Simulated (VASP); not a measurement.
Crystal: SiMo3.

```
Si Mo
1.0
     4.88900    0.00000    0.00000
     0.00000    4.88900    0.00000
     0.00000    0.00000    4.88900
Si Mo
2 6
Cartesian
  0.0000 0.0000 0.0000
  2.4445 2.4445 2.4445
  1.2223 0.0000 2.4445
  2.4445 3.6668 0.0000
  3.6668 0.0000 2.4445
  2.4445 1.2223 0.0000
  0.0000 2.4445 3.6668
  0.0000 2.4445 1.2223
```

| Quantity | Value |
| --- | --- |
| Program | VASP 6.6.1 |
| Task | relaxation of cell and atoms |
| Functional | PBEsol |
| Potentials or basis | VASP PAW PBE potentials, release 64 (Si, Mo_sv) |
| Cutoff | 600 eV |
| k mesh | 8 × 8 × 8 |
| Occupations | gaussian, width 0.1 eV |
| Spin | no spin polarisation |

At the start: pressure -3.8 GPa; volume 14.61 Å³/atom.

Where does the relaxation end?

Over 4 steps the energy falls by 2.6 meV/atom and the volume is 14.39 Å³/atom (-1.5 %); space group Pm-3n (No. 223, to 0.1 Å) before and after.

The path:
| step | energy change (eV) | largest force (eV/Å) | pressure (GPa) | volume (Å³) |
| --- | --- | --- | --- | --- |
| 1 | 0.0000 | 0.0000 | -3.85 | 116.86 |
| 2 | 0.1101 | 0.0000 | 10.58 | 111.02 |
| 3 | -0.0211 | 0.0000 | -0.07 | 115.16 |
| 4 | -0.0211 | 0.0000 | 0.01 | 115.12 |

Final structure:
```xyz
8
Lattice="4.8647 0.0000 0.0000 0.0000 4.8647 0.0000 0.0000 0.0000 4.8647" Properties=species:S:1:pos:R:3 pbc="T T T"
Si    4.8647    4.8647    0.0000
Si    2.4323    2.4323    2.4323
Mo    1.2162    0.0000    2.4323
Mo    2.4323    3.6485    0.0000
Mo    3.6485    4.8647    2.4323
Mo    2.4323    1.2162    4.8647
Mo    4.8647    2.4323    3.6485
Mo    4.8647    2.4323    1.2162
```

Caveat: the PAW data sets were made with another functional, which shifts forces and pressure a little.
